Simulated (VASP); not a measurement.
# Co (P6_3/mmc) in VASP: a series of runs

Co is run at these levels: PBE; tasks: single point, relaxation of cell and atoms.

Program: VASP 6.6.1. These are calculated values, not measurements. Logs are shortened: lines on timing, memory, paths and dates and some standing lists are left out, and cuts for length are marked.

## (1) The cell of the first run

Symmetry: P6_3/mmc, No. 194, hexagonal system. The conventional cell has a = 2.454 Å, b = 2.454 Å, c = 3.957 Å, α = 90.00°, β = 90.00°, γ = 120.00°. Co (site symmetry -6m2) has 12 Co at 2.43 to 2.45 Å within 3.2 Å.

## (2) Single point, PBE

Input file INCAR:

```
SYSTEM = Co
PREC     = Accurate       ! precision mode
ENCUT    = 600            ! plane-wave cutoff, eV
EDIFF    = 1E-6           ! SCF threshold, eV
ISMEAR   = 1              ! smearing method
SIGMA    = 0.1            ! smearing width, eV
LREAL    = .FALSE.        ! projectors in reciprocal space
LASPH    = .TRUE.         ! aspherical terms in the spheres
NELM     = 120            ! most SCF steps
ALGO     = Normal         ! electronic algorithm
ISIF     = 2              ! what is computed and relaxed
LWAVE    = .FALSE.        ! write WAVECAR
LCHARG   = .FALSE.        ! write CHGCAR
GGA      = PE             ! functional
NBANDS   = 16             ! bands
GGA_COMPAT= .FALSE.
```

Input file KPOINTS:

```
regular mesh
0
G
  18 18 10
  0 0 0
```

Input file POSCAR:

```
Co
1.0
    2.4542714065      0.0000000287      0.0000000000
   -1.2271357281      2.1254613715      0.0000000000
    0.0000000000      0.0000000000      3.9567795573
Co
2
Direct
    0.3333333333      0.6666666667      0.2500000000
    0.6666666667      0.3333333333      0.7500000000
```

Potentials or basis: VASP PAW PBE potentials, release 64 (Co).

Launch:

```sh
> cat potpaw_PBE.64/Co/POTCAR > POTCAR
> mpirun -np 1 vasp_std > vasp.out
```

OUTCAR:

```text
SYSTEM = Co
   PREC = Accurate
   ENCUT = 600
   EDIFF = 1E-6
   ISMEAR = 1
   LREAL = .FALSE.
   LASPH = .TRUE.
   NELM = 120
   ISIF = 2
   GGA = PE

 ion  position               nearest neighbor table
   1  0.333  0.667  0.250-   2 2.43   2 2.43   2 2.43   2 2.43   2 2.43   2 2.43
   2  0.667  0.333  0.750-   1 2.43   1 2.43   1 2.43   1 2.43   1 2.43   1 2.43

  LATTYP: Found a hexagonal cell.
 ALAT       =     2.4542714065
 C/A-ratio  =     1.6122013021

  Lattice vectors:

 A1 = (   2.4542714065,   0.0000000287,   0.0000000000)
 A2 = (  -1.2271357281,   2.1254613715,   0.0000000000)
 A3 = (   0.0000000000,   0.0000000000,   3.9567795573)

Analysis of symmetry for initial positions (statically):
=====================================================================
 Subroutine PRICEL returns:
 Original cell was already a primitive cell.

 Routine SETGRP: Setting up the symmetry group for a
 hexagonal supercell.

 Subroutine GETGRP returns: Found 24 space group operations
 (whereof 12 operations were pure point group operations)
 out of a pool of 24 trial point group operations.

The static configuration has the point symmetry D_3d.
 The point group associated with its full space group is D_6h.

Analysis of symmetry for dynamics (positions and initial velocities):
=====================================================================
 Subroutine PRICEL returns:
 Original cell was already a primitive cell.

 Routine SETGRP: Setting up the symmetry group for a
 hexagonal supercell.

 Subroutine GETGRP returns: Found 24 space group operations
 (whereof 12 operations were pure point group operations)
 out of a pool of 24 trial point group operations.

The dynamic configuration has the point symmetry D_3d.
 The point group associated with its full space group is D_6h.

 Subroutine INISYM returns: Found 24 space group operations
 (whereof 12 operations are pure point group operations),
 and found     1 'primitive' translations

----------------------------------------------------------------------------------------

                                     Primitive cell

  volume of cell :      20.6404

  direct lattice vectors                    reciprocal lattice vectors
     2.454271407  0.000000029  0.000000000     0.407452896  0.235243046  0.000000000
    -1.227135728  2.125461372  0.000000000    -0.000000006  0.470486082  0.000000000
     0.000000000  0.000000000  3.956779557     0.000000000  0.000000000  0.252730784

  length of vectors
     2.454271407  2.454271407  3.956779557     0.470486082  0.470486082  0.252730784

  position of ions in fractional coordinates (direct lattice)
     0.333333333  0.666666667  0.250000000
     0.666666667  0.333333333  0.750000000

  ion indices of the primitive-cell ions
   primitive index   ion index
                 1           1
                 2           2

----------------------------------------------------------------------------------------

 KPOINTS: regular mesh

Automatic generation of k-mesh.
 Grid dimensions read from file:
 generate k-points for:   18   18   10

 Generating k-lattice:

  Cartesian coordinates                     Fractional coordinates (reciprocal lattice)
     0.022636272  0.013069058  0.000000000     0.055555556  0.000000000  0.000000000
    -0.000000000  0.026138116  0.000000000     0.000000000  0.055555556  0.000000000
     0.000000000  0.000000000  0.025273078     0.000000000  0.000000000  0.100000000

  Length of vectors
     0.026138116  0.026138116  0.025273078

  Shift w.r.t. Gamma in fractional coordinates (k-lattice)
     0.000000000  0.000000000  0.000000000

 Subroutine IBZKPT returns following result:
 ===========================================

 Found    222 irreducible k-points:

 Following reciprocal coordinates:
            Coordinates               Weight
  0.000000  0.000000  0.000000      1.000000
  0.055556  0.000000  0.000000      6.000000
  0.111111  0.000000  0.000000      6.000000
  0.166667  0.000000  0.000000      6.000000
  0.222222  0.000000  0.000000      6.000000
  0.277778  0.000000  0.000000      6.000000
[... 16 lines left out ...]
  0.333333  0.111111  0.000000     12.000000
  0.388889  0.111111  0.000000     12.000000
 [... further k-points ...]
   k-points           NKPTS =    222   k-points in BZ     NKDIM =    222   number of bands    NBANDS=     16
   number of dos      NEDOS =    301   number of ions     NIONS =      2
   total plane-waves  NPLWV =  12800
   dimension x,y,z NGX =    20 NGY =   20 NGZ =   32
   dimension x,y,z NGXF=    40 NGYF=   40 NGZF=   64
   ions per type =               2
   NGX,Y,Z   is equivalent  to a cutoff of  13.55, 13.55, 13.44 a.u.
   NGXF,Y,Z  is equivalent  to a cutoff of  27.09, 27.09, 26.89 a.u.
 SYSTEM =  Co
   PREC   = accura    normal or accurate (medium, high low for compatibility)
   ISTART =      0    job   : 0-new  1-cont  2-samecut
   ICHARG =      2    charge: 1-file 2-atom 10-const
[... 111 lines left out ...]
  band No.  band energies     occupation
      1       3.4632      2.00000
      2       6.8576      2.00000
      3       8.0629      2.00000
      4       8.2396      2.00000
      5       9.0349      2.00000
      6       9.3283      2.00000
[... 8 lines left out ...]
     15      30.3321      0.00000
     16      32.4206      0.00000

 k-point     6 :       0.2778    0.0000    0.0000
  band No.  band energies     occupation
      1       4.2896      2.00000
      2       6.9698      2.00000
      3       7.6150      2.00000
      4       8.1645      2.00000
      5       9.0215      2.00000
      6       9.1706      2.00000
[... 8 lines left out ...]
     15      29.0163      0.00000
     16      30.5906      0.00000

 k-point     7 :       0.3333    0.0000    0.0000
  band No.  band energies     occupation
      1       5.1293      2.00000
      2       6.9003      2.00000
      3       7.2678      2.00000
      4       8.2084      2.00000
      5       9.0318      2.00000
      6       9.1299      2.00000
[... 8 lines left out ...]
     15      27.9124      0.00000
     16      28.5896      0.00000

 k-point     8 :       0.3889   -0.0000    0.0000
  band No.  band energies     occupation
      1       5.8262      2.00000
      2       6.7598      2.00000
      3       7.0208      2.00000
      4       8.3563      2.00000
      5       8.9241      2.00000
      6       9.1377      2.00000
[... 8 lines left out ...]
     15      26.7569      0.00000
     16      27.0677      0.00000

 k-point     9 :       0.4444    0.0000    0.0000
  band No.  band energies     occupation
      1       6.2573      2.00000
      2       6.6234      2.00000
      3       6.8733      2.00000
      4       8.5712      2.00000
      5       8.8560      2.00000
      6       9.0711      2.00000
[... 8 lines left out ...]
     15      25.1931      0.00000
     16      26.5328      0.00000
[... 172 lines left out ...]
 k-point    19 :       0.1111    0.1111    0.0000
  band No.  band energies     occupation
      1       3.0666      2.00000
      2       6.7515      2.00000
      3       8.2756      2.00000
      4       8.3758      2.00000
      5       9.1252      2.00000
      6       9.2665      2.00000
[... 8 lines left out ...]
     15      28.5576      0.00000
     16      34.6475      0.00000

 k-point    20 :       0.1667    0.1111    0.0000
  band No.  band energies     occupation
      1       3.7626      2.00000
      2       7.0163      2.00000
      3       7.9364      2.00000
      4       8.0553      2.00000
      5       9.0552      2.00000
      6       9.0861      2.00000
[... 8 lines left out ...]
     15      27.1485      0.00000
     16      32.7573      0.00000

 k-point    21 :       0.2222    0.1111    0.0000
  band No.  band energies     occupation
      1       4.5729      2.00000
      2       7.1450      2.00000
      3       7.5598      2.00000
      4       7.9328      2.00000
      5       8.9384      2.00000
      6       9.0577      2.00000
[... 8 lines left out ...]
     15      26.1070      0.00000
     16      30.7482      0.00000

 k-point    22 :       0.2778    0.1111    0.0000
  band No.  band energies     occupation
      1       5.3974      2.00000
      2       7.0718      2.00000
      3       7.2615      2.00000
      4       7.9663      2.00000
      5       8.8326      2.00000
      6       9.1636      2.00000
[... 8 lines left out ...]
     15      25.2230      0.00000
     16      28.7993      0.00000

 k-point    23 :       0.3333    0.1111    0.0000
  band No.  band energies     occupation
      1       6.0776      2.00000
      2       6.9240      2.00000
      3       7.0472      2.00000
      4       8.1085      2.00000
      5       8.7735      2.00000
      6       9.1659      2.00000
[... 8 lines left out ...]
     15      24.5127      0.00000
     16      26.9799      0.00000

 k-point    24 :       0.3889    0.1111    0.0000
  band No.  band energies     occupation
      1       6.4824      2.00000
      2       6.7939      2.00000
      3       6.9186      2.00000
      4       8.3093      2.00000
      5       8.7565      2.00000
      6       9.0472      2.00000
[... 8 lines left out ...]
     15      23.9935      0.00000
     16      25.3970      0.00000

 [... further k-points ...]
[... 5 lines left out ...]
  --------------------------------------------------------------------------------------
  -------------------------------------------------------------------------------------
  Total       -0.1012129     -0.1012129     -0.1122707     -0.0000000      0.0000000      0.0000000
  in kB       -7.8564917     -7.8564917     -8.7148369     -0.0000000      0.0000000      0.0000000
  external PRESSURE =      -8.1426068 kB  Pullay stress =       0.0000000 kB

 VOLUME and BASIS-vectors are now :
 -----------------------------------------------------------------------------
  energy-cutoff  :      600.00
  volume of cell :       20.64
      direct lattice vectors                 reciprocal lattice vectors
     2.454271407  0.000000029  0.000000000     0.407452896  0.235243046  0.000000000
    -1.227135728  2.125461372  0.000000000    -0.000000006  0.470486082  0.000000000
     0.000000000  0.000000000  3.956779557     0.000000000  0.000000000  0.252730784

 POSITION                                       TOTAL-FORCE (eV/Angst)
 -----------------------------------------------------------------------------------
     -0.00000      1.41697      0.98919         0.000000      0.000000      0.000000
      1.22714      0.70849      2.96758        -0.000000     -0.000000      0.000000
 -----------------------------------------------------------------------------------
    total drift:                               -0.000000      0.000000     -0.000000

  FREE ENERGIE OF THE ION-ELECTRON SYSTEM (eV)
  ---------------------------------------------------
  free  energy   TOTEN  =       -13.6383209579 eV

  energy  without entropy=      -13.6391751852  energy(sigma->0) =      -13.63860570
```

It took 70 s on 1 thread of Oxide Virtual Turin-like, shared host; peak memory 0.16 GiB.

Results:

```yaml
Free_energy: -13.6383 eV
Pressure: -0.8 GPa
Band_gap_on_the_k_mesh: zero (bands 9 and 10 overlap by 1.53 eV)
```

Caveat: the run has no spin polarisation, though such a crystal can be magnetic.

## (3) Relaxation of cell and atoms, PBE

This run uses another cell than the first one, of 10.64 Å³/atom.

Input file INCAR:

```
SYSTEM = Co
  PREC = Accurate
  ENCUT = 600
  EDIFF = 1E-7
  ISMEAR = 1
  SIGMA = 0.1
  LREAL = .FALSE.
  LASPH = .TRUE.
  NELM = 120
  ALGO = Normal
  ISIF = 3
  LWAVE = .FALSE.
  LCHARG = .FALSE.
  GGA = PE
  IBRION = 2
  NSW = 80
  EDIFFG = -0.005
  GGA_COMPAT = .FALSE.
  NELMIN = 4
```

KPOINTS is that of step 2.

Input file POSCAR:

```
Co
1.0
    2.4719999000      0.0000000000      0.0000000000
   -1.2360000000      2.1408147000      0.0000000000
    0.0000000000      0.0000000000      4.0211441000
Co
2
Direct
    0.3333333300      0.6666666700      0.2500000000
    0.6666666700      0.3333333300      0.7500000000
```

Potentials or basis: VASP PAW PBE potentials, release 64 (Co).

Launch:

```sh
> cat potpaw_PBE.64/Co/POTCAR > POTCAR
> mpirun -np 1 vasp_std > vasp.out
```

Wall time 5.4 min (1 thread of Oxide Virtual Turin-like, shared host); peak memory 0.17 GiB.

Results (log left out):

* Free energy: -13.6389 eV
* Relaxed volume: 10.28 Å³/atom
* Relaxed cell: a = 2.451 Å, b = 2.451 Å, c = 3.951 Å, α = 90.00°, β = 90.00°, γ = 120.00°
* Space group after relaxing (to 0.1 Å): P6_3/mmc (No. 194)
* Energy gained by relaxing: 9.7 meV/atom
* Ionic steps: 10
* Pressure after relaxing: 0.0 GPa
* Band gap on the k mesh: zero (bands 9 and 10 overlap by 1.53 eV)

The path:
```
step  energy change (eV)  largest force (eV/Å)  pressure (GPa)  volume (Å³)
   1              0.0000                0.0000           -7.93        21.28
   2              0.0119                0.0000           12.09        19.70
   3             -0.0191                0.0000            0.06        20.56
   4             -0.0191                0.0000            0.24        20.55
   5             -0.0194                0.0000            0.08        20.56
   6             -0.0194                0.0000            0.14        20.56
   7             -0.0194                0.0000            0.11        20.56
   8             -0.0194                0.0000            0.15        20.56
   9             -0.0194                0.0000           -0.19        20.58
  10             -0.0194                0.0000            0.03        20.57
```

Final structure:
```xyz
2
Lattice="2.4515 0.0000 0.0000 -1.2257 2.1231 0.0000 0.0000 0.0000 3.9513" Properties=species:S:1:pos:R:3 pbc="T T T"
Co    0.0000    1.4154    0.9878
Co    1.2257    0.7077    2.9635
```

Levels at points of the mesh, in eV from the Fermi level:
```csv
k point,band 5,band 6,band 7,band 8,band 9,band 10,band 11,band 12,band 13
"(0.00, 0.00, 0.00)",-1.92,-1.55,-1.55,-1.18,-1.18,-0.07,0.08,0.08,7.35
"(0.50, 0.00, 0.00)",-2.12,-1.90,-1.51,0.24,0.35,0.41,1.97,4.02,10.35
"(0.00, 0.00, 0.50)",-1.99,-1.99,-1.99,-1.99,-0.26,-0.26,-0.26,-0.26,15.93
"(0.50, 0.00, 0.50)",-1.04,-1.04,-0.38,-0.38,0.34,0.34,1.92,1.92,8.16
```

Caveat: the run has no spin polarisation, though such a crystal can be magnetic.

## (4) Single point, PBE

This run uses another cell than the first one: it holds 36 atoms, not 2.

Input file INCAR:

```
SYSTEM = Co
  PREC = Accurate
  ENCUT = 600
  EDIFF = 1E-6
  ISMEAR = 1
  SIGMA = 0.1
  LREAL = Auto
  LASPH = .True.
  NELM = 120
  ALGO = Normal
  ISIF = 2
  LWAVE = .False.
  LCHARG = .True.
  GGA = PE
  LELF = .True.
  LVHAR = .True.
  NBANDS = 186
  GGA_COMPAT = .False.
```

Input file KPOINTS:

```
Automatic mesh
0
Gamma
  2 2 2
  0 0 0
```

Input file POSCAR:

```
Co
1.0
    7.3628142196      0.0000000860      0.0000000000
   -3.6814071843      6.3763841145      0.0000000000
    0.0000000000      0.0000000000      7.9135591145
Co
36
Direct
    0.1111111111      0.2222222222      0.1250000000
    0.2222222222      0.1111111111      0.3750000000
    0.1111111111      0.2222222222      0.6250000000
    0.2222222222      0.1111111111      0.8750000000
    0.1111111111      0.5555555556      0.1250000000
    0.2222222222      0.4444444444      0.3750000000
    0.1111111111      0.5555555556      0.6250000000
    0.2222222222      0.4444444444      0.8750000000
    0.1111111111      0.8888888889      0.1250000000
    0.2222222222      0.7777777778      0.3750000000
    0.1111111111      0.8888888889      0.6250000000
    0.2222222222      0.7777777778      0.8750000000
    0.4444444444      0.2222222222      0.1250000000
    0.5555555556      0.1111111111      0.3750000000
    0.4444444444      0.2222222222      0.6250000000
    0.5555555556      0.1111111111      0.8750000000
    0.4444444444      0.5555555556      0.1250000000
    0.5555555556      0.4444444444      0.3750000000
    0.4444444444      0.5555555556      0.6250000000
    0.5555555556      0.4444444444      0.8750000000
    0.4444444444      0.8888888889      0.1250000000
    0.5555555556      0.7777777778      0.3750000000
    0.4444444444      0.8888888889      0.6250000000
    0.5555555556      0.7777777778      0.8750000000
    0.7777777778      0.2222222222      0.1250000000
    0.8888888889      0.1111111111      0.3750000000
    0.7777777778      0.2222222222      0.6250000000
    0.8888888889      0.1111111111      0.8750000000
    0.7777777778      0.5555555556      0.1250000000
    0.8888888889      0.4444444444      0.3750000000
    0.7777777778      0.5555555556      0.6250000000
    0.8888888889      0.4444444444      0.8750000000
    0.7777777778      0.8888888889      0.1250000000
    0.8888888889      0.7777777778      0.3750000000
    0.7777777778      0.8888888889      0.6250000000
    0.8888888889      0.7777777778      0.8750000000
```

Launch:

```sh
> cat potpaw_PBE.64/Co/POTCAR > POTCAR
> mpirun -np 1 vasp_std > vasp.out
```

Run time: 19 min. Hardware: 1 thread of Oxide Virtual Turin-like, shared host; peak memory 0.6 GiB.

Results (log left out):

```yaml
Free_energy: -245.2306 eV
Pressure: -0.8 GPa
Band_gap_on_the_k_mesh: zero (bands 162 and 163 overlap by 0.29 eV)
```

Stress tensor (GPa, compression positive):
```
 0.19  0.00  0.00
 0.00  0.19  0.00
 0.00  0.00 -2.79
```

Levels at points of the mesh, in eV from the Fermi level:
```csv
k point,band 159,band 160,band 161,band 162,band 163,band 164,band 165,band 166,band 167,band 168
"(0.00, 0.00, 0.00)",-0.07,0.02,0.05,0.05,0.05,0.05,0.05,0.05,0.05,0.05
"(0.50, 0.00, 0.00)",0.12,0.14,0.14,0.14,0.14,0.27,0.27,0.29,0.29,0.29
"(0.00, 0.00, 0.50)",-0.15,-0.15,-0.15,-0.15,-0.15,-0.15,-0.15,-0.15,-0.15,-0.15
"(0.50, 0.00, 0.50)",-0.05,-0.05,-0.05,-0.05,-0.05,-0.05,-0.05,-0.05,-0.04,-0.04
```

Caveat: the k points lie up to 0.49 Å⁻¹ apart; the run has no spin polarisation, though such a crystal can be magnetic.

## (5) Overview

```csv
task,cell,k mesh,gap on the mesh (eV),pressure (GPa)
single point,"a = 2.454, b = 2.454, c = 3.957 Å, angles 90.0, 90.0, 120.0°, 2 atoms, atomic positions A",18 × 18 × 10,none,-0.8
relaxation of cell and atoms,"relaxed from a = 2.472, b = 2.472, c = 4.021 Å, angles 90.0, 90.0, 120.0°, 2 atoms, atomic positions A",18 × 18 × 10,none,0.0
single point,"a = 7.363, b = 7.363, c = 7.914 Å, angles 90.0, 90.0, 120.0°, 36 atoms, atomic positions B",2 × 2 × 2,none,-0.8
```

Alike in all rows: level PBE; potentials or basis VASP PAW PBE potentials, release 64 (Co); no spin polarisation; cutoff (eV) 600; smearing methfessel-paxton 0.1 eV.

Caveats: some runs use coarse meshes; the run has no spin polarisation, though such a crystal can be magnetic.

Total energies depend on the potentials used, so only differences within one code and one set of settings carry meaning.
